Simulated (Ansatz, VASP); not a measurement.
## Cu: VASP beside Ansatz

The input POSCAR:

```
Cu
1.0
    3.8101770334      0.0000000000     -0.0001376054
    0.0000000000      3.8101770359      0.0000000000
   -1.9051483824      0.0000000000      1.6056405224
Cu
2
Direct
    0.0000000000      0.0000000000      0.0000000000
    0.5000000000      0.5000000000      0.0000000000
```

Contents of INCAR.step1:

```
SYSTEM = Cu
PREC = Accurate
ENCUT = 520
ISMEAR = 0
SIGMA = 0.1
LREAL = .False.
LASPH = .True.
NELM = 60
NBANDS = 18
GGA = PE
ALGO = Normal
EDIFF = 1E-4
LWAVE = .True.
LCHARG = .False.
```

The input INCAR.step2:

```
SYSTEM = Cu
PREC = Accurate
ENCUT = 520
EDIFF = 1E-6
ISMEAR = 0
SIGMA = 0.1
LREAL = .False.
LASPH = .True.
NELM = 60
ALGO = Normal
ISIF = 2
LWAVE = .False.
LCHARG = .True.
METAGGA = R2SCAN
LMIXTAU = .True.
LELF = .True.
LVHAR = .True.
NBANDS = 18
ISTART = 1
```

Contents of KPOINTS:

```
Automatic mesh
0
Gamma
  9 9 20
  0 0 0
```

Input for Ansatz:

```yaml
crystal:
  lattice:
    - [3.8101770334, 0.0, -0.0001376054]
    - [0.0, 3.8101770359, 0.0]
    - [-1.9051483824, 0.0, 1.6056405224]
  atoms:
    - { symbol: Cu, position: [0.0, 0.0, 0.0] }
    - { symbol: Cu, position: [0.5, 0.5, 0.0] }
basis:
  ecutwfc: 500
kpoints:
  mp_grid: { grid: [9, 9, 20] }
hamiltonian:
  xc: r2scan
scf:
  occupations: { method: gaussian, width: 0.1 }
output:
  forces: true
  stress: true
  eigenvalues: true
  write_density: true
  write_potential: true
  elf: true
  volumetric_format: npy
```

Change from the starting cell: band edges of the strained film's bulk.

Alike in both runs: task single point; functional r2SCAN; k mesh 9 × 9 × 20; occupations gaussian, width 0.1 eV; no spin polarisation.

```csv
,VASP,Ansatz
version,VASP 6.6.1,Ansatz 0.2.0
potentials or method,"VASP PAW PBE potentials, release 64 (Cu), cutoff 520 eV","scalar-relativistic, plane waves, PAW"
valence electrons in the cell,22,38
```

Ansatz gave:

* gap on the k mesh at the Fermi level (eV): none
* pressure (GPa): -2.4
* traceless stress, the component that is largest in VASP (GPa): 2.41

Problem. What did VASP give for the same quantities?

Solution. gap on the k mesh at the Fermi level (eV): none; pressure (GPa): -1.9; traceless stress, the component that is largest in VASP (GPa): 2.50.

VASP's potentials were made for PBE, not for r2SCAN. A gap of «none» marks a metal or a gap that the smearing closes. The functional is the same, so the differences come from potentials, cutoffs and numerics. VASP's potentials hold 22 valence electrons a cell and Ansatz's 38, so a difference there can come from the potentials and not from the codes.
